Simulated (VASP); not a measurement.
**Ti: single point with PBE**

The system is Ti.

```
CELL_PARAMETERS angstrom
0.00000 2.13512 2.13512
2.13512 0.00000 2.13512
2.13512 2.13512 0.00000
ATOMIC_POSITIONS crystal
Ti 0.00000 0.00000 0.00000
```

```yaml
Program: VASP 6.6.1
Task: single point
Functional: PBE
Potentials_or_basis: VASP PAW PBE potentials, release 64 (Ti_sv)
Cutoff: 520 eV
k_mesh: 20 × 20 × 20
Occupations: gaussian, width 0.15 eV
Spin: no spin polarisation
Dipole_correction: no
Further_INCAR_settings: ALGO = Normal; EDIFF = 1e-06; NBANDS = 12
```

- Pressure: -10.0 GPa
- Band gap on the k mesh: zero (band 6 reaches 7.86 eV, above the bottom of band 7 at 6.72 eV)

Levels at points of the mesh, in eV from the Fermi level:
| k point | band 2 | band 3 | band 4 | band 5 | band 6 | band 7 | band 8 | band 9 | band 10 | band 11 |
| --- | --- | --- | --- | --- | --- | --- | --- | --- | --- | --- |
| (0.00, 0.00, 0.00) | -32.88 | -32.88 | -32.88 | -5.80 | 0.79 | 0.79 | 0.79 | 2.19 | 2.19 | 14.62 |
| (0.50, 0.00, 0.00) | -33.34 | -32.94 | -32.94 | -2.34 | 0.41 | 0.71 | 0.71 | 3.09 | 3.09 | 7.04 |
| (0.50, 0.50, 0.00) | -33.31 | -33.05 | -33.05 | -2.20 | -1.43 | 2.39 | 3.09 | 3.32 | 3.32 | 9.27 |

Run time: 88 s on 1 thread of AMD EPYC 7R13 (shared host), peak memory 0.15 GiB.
